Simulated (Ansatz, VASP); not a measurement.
# GaN: VASP beside Ansatz

```xyz
2
Lattice="3.1869 0.0000 0.0000 1.5935 2.7600 0.0000 1.5935 0.9200 2.6021" Properties=species:S:1:pos:R:3 pbc="T T T"
Ga    0.0000    0.0000    0.0000
N     4.7804    2.7600    1.9516
```

Alike in both runs: task single point; functional PBE; k mesh 4 × 4 × 4; occupations fermi-dirac, width 0.01 eV; no spin polarisation.

|  | VASP | Ansatz |
| --- | --- | --- |
| version | VASP 6.6.1 | Ansatz 0.2.0 |
| potentials or method | VASP PAW PBE potentials, release 64 (Ga_d, N) | plane waves, PAW |
| plane-wave cutoff (eV) | 600 | 420 |
| valence electrons in the cell | 18 | 18 |

```csv
,VASP,Ansatz,Ansatz less VASP
gap on the k mesh at the Fermi level (eV),1.70,1.70,-0.007
```

The k mesh is coarse, so the values compare programs but aren't converged.
